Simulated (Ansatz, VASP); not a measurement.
One calculation of Al, two programs

File INCAR:

```
  PREC = Accurate
  ENCUT = 520
  EDIFF = 1E-7
  ISMEAR = -1
  SIGMA = 0.1
  LREAL = False
  LASPH = True
  NELM = 100
  ALGO = Normal
  ISIF = 2
  LWAVE = False
  LCHARG = True
  GGA = B5
  ALDAX = 1.0
  AGGAX = 1.0
  AGGAC = 1.0
  ALDAC = 0.0
  LELF = True
  LVHAR = True
  NBANDS = 10
```

File KPOINTS:

```
regular mesh
0
Gamma
  17 17 12
```

Contents of POSCAR:

```
Al
1.0
   -3.2807176790      2.8576780859      1.3952081600
    2.8576780859     -3.2807176790      1.3952081600
    2.5210538927      2.5210538927     -2.1700059495
Al
2
Direct
    0.9885491666      0.0114508334      0.0000000000
    0.7614508334      0.2385491666      0.5000000000
```

Input for Ansatz:

```yaml
crystal:
  lattice:
    - [-3.280717679, 2.8576780859, 1.39520816]
    - [2.8576780859, -3.280717679, 1.39520816]
    - [2.5210538927, 2.5210538927, -2.1700059495]
  atoms:
    - { symbol: Al, position: [0.9885491666, 0.0114508334, 0.0] }
    - { symbol: Al, position: [0.7614508334, 0.2385491666, 0.5] }
hamiltonian:
  xc: blyp
  pseudopotentials:
    kind: paw
    azcp:
      Al: "pseudopotentials/Al.paw.azcp"
basis:
  ecutwfc: 420
  fft_grid_basis: typed
kpoints:
  mp_grid: { grid: [17, 17, 12], shift: [0, 0, 0] }
magnetization:
  spin_polarized: false
scf:
  occupations: { method: fermi_dirac, width: 0.1 }
  lower_state_search: "off"
output:
  stress: true
  write_density: true
  write_potential: true
  elf: true
  volumetric_format: npy
```

Alike in both runs: task single point; functional BLYP; k mesh 17 × 17 × 12; occupations fermi-dirac, width 0.1 eV; no spin polarisation.

|  | VASP | Ansatz |
| --- | --- | --- |
| version | VASP 6.6.1 | Ansatz 0.2.0 |
| potentials or method | VASP PAW PBE potentials, release 64 (Al), cutoff 520 eV | plane waves (420 eV) with PAW, scalar-relativistic |
| valence electrons in the cell | 6 | 6 |

```tsv
	VASP	Ansatz	Ansatz less VASP
pressure (GPa)	0.0	0.0	-0.08
traceless stress, the component that is largest in VASP (GPa)	0.28	0.28	0.000
```

VASP's potentials were made for PBE, not for BLYP.
